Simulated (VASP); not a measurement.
Write the native input for VASP 6.6.1 that does the following.

```yaml
Task: single point
Functional: revPBE
Potentials_or_basis: VASP PAW PBE potentials, release 64 (Sr_sv)
Cutoff: 520 eV
k_mesh: 15 × 15 × 15
Occupations: fermi-dirac, width 0.1 eV
Spin: no spin polarisation
Dipole_correction: no
Further_INCAR_settings: ALGO = Normal; EDIFF = 1e-07; NBANDS = 11
```

The structure of Sr lies in POSCAR:

```
Sr
1.0
    0.0000000000      3.0245934202      3.0245934202
    3.0245934202      0.0000000000      3.0245934202
    3.0245934202      3.0245934202      0.0000000000
Sr
1
Direct
    0.0000000000      0.0000000000      0.0000000000
```

The input as run:

INCAR

```
  PREC = Accurate
  ENCUT = 520
  EDIFF = 1E-7
  ISMEAR = -1
  SIGMA = 0.1
  LREAL = F
  LASPH = T
  NELM = 100
  ALGO = Normal
  ISIF = 2
  LWAVE = F
  LCHARG = F
  GGA = RE
  NBANDS = 11
```

KPOINTS

```
Automatic mesh
0
Gamma
  15 15 15
```

Potentials or basis: VASP PAW PBE potentials, release 64 (Sr_sv).

Run with:

```bash
$ cat potpaw_PBE.64/Sr_sv/POTCAR > POTCAR
$ mpirun -np 1 vasp_std > vasp.out
```

It gave:

| Quantity | Value |
| --- | --- |
| Pressure | 0.5 GPa |
| Band gap on the k mesh | zero (bands 5 and 6 overlap by 0.05 eV) |

Caveat: the PAW data sets were made with another functional, which shifts forces and pressure a little.

Wall time 25 s on 1 thread of Intel(R) Xeon(R) 6975P-C (Granite Rapids), on a shared host, peak memory 0.22 GiB.
